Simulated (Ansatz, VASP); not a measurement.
**Two plane-wave programs on TaSi2**

File INCAR:

```
SYSTEM = TaSi2
PREC = Accurate
ENCUT = 600
EDIFF = 1E-7
ISMEAR = -1
SIGMA = 0.05
LREAL = .False.
LASPH = .True.
NELM = 60
ALGO = Normal
ISIF = 3
LWAVE = .False.
LCHARG = .False.
GGA = PS
IVDW = 12
IBRION = 2
NSW = 60
EDIFFG = -0.01
```

File KPOINTS:

```
regular mesh
0
Gamma
  7 7 4
  0 0 0
```

Contents of POSCAR:

```
TaSi2
1.0
    4.7800000000      0.0000000000      0.0000000000
   -2.3900000000      4.1396014301      0.0000000000
    0.0000000000      0.0000000000      6.5640000000
Ta Si
3 6
Direct
    0.0000000000      0.5000000000      0.1666666667
    0.5000000000      0.5000000000      0.8333333333
    0.5000000000      0.0000000000      0.5000000000
    0.3333000000      0.1666500000      0.1666666667
    0.1666500000      0.8333500000      0.8333333333
    0.8333500000      0.6667000000      0.5000000000
    0.6667000000      0.8333500000      0.1666666667
    0.8333500000      0.1666500000      0.8333333333
    0.1666500000      0.3333000000      0.5000000000
```

File input.yaml:

```yaml
crystal:
  lattice:
    - [4.78, 0.0, 0.0]
    - [-2.39, 4.1396014301, 0.0]
    - [0.0, 0.0, 6.564]
  atoms:
    - { symbol: Ta, position: [0.0, 0.5, 0.1666666667] }
    - { symbol: Ta, position: [0.5, 0.5, 0.8333333333] }
    - { symbol: Ta, position: [0.5, 0.0, 0.5] }
    - { symbol: Si, position: [0.3333, 0.16665, 0.1666666667] }
    - { symbol: Si, position: [0.16665, 0.83335, 0.8333333333] }
    - { symbol: Si, position: [0.83335, 0.6667, 0.5] }
    - { symbol: Si, position: [0.6667, 0.83335, 0.1666666667] }
    - { symbol: Si, position: [0.83335, 0.16665, 0.8333333333] }
    - { symbol: Si, position: [0.16665, 0.3333, 0.5] }
hamiltonian:
  xc: pbesol
  pseudopotentials: { kind: paw }
  dispersion: d3bj
kpoints:
  mp_grid: { grid: [7, 7, 4] }
scf:
  occupations: { method: fermi_dirac, width: 0.05 }
output:
  forces: true
  stress: true
  eigenvalues: true
  write_density: true
  write_potential: true
  elf: true
  volumetric_format: npy
relax:
  f_tol: 0.01
  max_steps: 40
  cell: { stress_tol: 0.05 }
```

Alike in both runs: task relaxation of cell and atoms; functional PBEsol; dispersion D3(BJ); k mesh 7 × 7 × 4; occupations fermi-dirac, width 0.05 eV; no spin polarisation.

|  | VASP | Ansatz |
| --- | --- | --- |
| version | VASP 6.6.1 | Ansatz 0.2.0 |
| potentials or method | VASP PAW PBE potentials, release 64 (Ta_pv, Si) | Ansatz PAW |
| plane-wave cutoff (eV) | 600 | 420 |
| valence electrons in the cell | 57 | 63 |

|  | VASP | Ansatz | Ansatz less VASP |
| --- | --- | --- | --- |
| gap on the k mesh at the Fermi level, each at its own relaxed structure (eV) | none | none | - |
| relaxed volume (Å³/atom) | 13.88 | 13.86 | -0.024 |
| relaxed cell length with the largest relative difference (Å) | 4.705 | 4.703 | -0.0028 |

VASP's potentials were made for PBE, not for PBEsol. A gap of «none» marks a metal or a gap that the smearing closes. VASP's potentials hold 57 valence electrons a cell and Ansatz's 63, so a difference there can come from the potentials and not from the codes.

Spin-orbit coupling is off throughout. Noted on Ansatz's run: the plane-wave basis is chosen anew once the cell has moved, so the energies of steps on either side of that aren't comparable.
